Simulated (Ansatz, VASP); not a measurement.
## Si2Mo in VASP and in Ansatz

INCAR

```
SYSTEM = Si2Mo
PREC = Accurate ; ENCUT = 520
EDIFF = 1E-8 ; ISMEAR = -1
SIGMA = 0.08 ; LREAL = .False.
LASPH = .True. ; NELM = 60
ALGO = Normal ; ISIF = 2
LWAVE = .False. ; LCHARG = .False.
GGA = PS ; LEFG = .True.
NBANDS = 18
```

The input KPOINTS:

```
regular mesh
0
Gamma
  16 16 16
  0 0 0
```

POSCAR

```
Si2Mo
1.0
   -1.5680000000      1.5680000000      3.9305000000
    1.5680000000     -1.5680000000      3.9305000000
    1.5680000000      1.5680000000     -3.9305000000
Si Mo
2 1
Direct
    0.3330000000      0.3330000000      0.0000000000
    0.6670000000      0.6670000000      0.0000000000
    0.0000000000      0.0000000000      0.0000000000
```

Input for Ansatz:

```yaml
crystal:
  lattice:
    - [-1.568, 1.568, 3.9305]
    - [1.568, -1.568, 3.9305]
    - [1.568, 1.568, -3.9305]
  atoms:
    - { symbol: Si, position: [0.333, 0.333, 0.0] }
    - { symbol: Si, position: [0.667, 0.667, 0.0] }
    - { symbol: Mo, position: [0.0, 0.0, 0.0] }
kpoints:
  mp_grid: { grid: [16, 16, 16] }
scf:
  occupations: { method: fermi_dirac, width: 0.08 }
hamiltonian:
  xc: pbesol
  pseudopotentials: { kind: all_electron, datasets: crystal }
output:
  forces: true
  stress: true
  eigenvalues: true
  efg: { contact_densities: true }
```

Change from the starting cell: equal xx and yy strain of -2 %, crystal datasets.

Alike in both runs: task electric field gradients; functional PBEsol; k mesh 16 × 16 × 16; occupations fermi-dirac, width 0.08 eV; no spin polarisation.

|  | VASP | Ansatz |
| --- | --- | --- |
| version | VASP 6.6.1 | Ansatz 0.2.0 |
| potentials or method | VASP PAW PBE potentials, release 64 (Si, Mo_sv), cutoff 520 eV | all-electron PAW with datasets made for the crystal, scalar-relativistic |

Ansatz gave:

* pressure (GPa): 6.3
* traceless stress, the component that is largest in VASP (GPa): -5.63
* rms of the force components (eV/Å): 0.124
* size of Vzz on the site where it differs most (V/Å²): 40.9

Problem. Estimate VASP's values.

Solution. Pressure (GPa): 6.7; traceless stress, the component that is largest in VASP (GPa): -5.62; rms of the force components (eV/Å): 0.122; size of Vzz on the site where it differs most (V/Å²): 40.5.

VASP's potentials were made for PBE, not for PBEsol. Atom by atom the forces differ by 0.003 eV/Å (rms over components). Ansatz ran all-electron here, and VASP with PAW potentials.
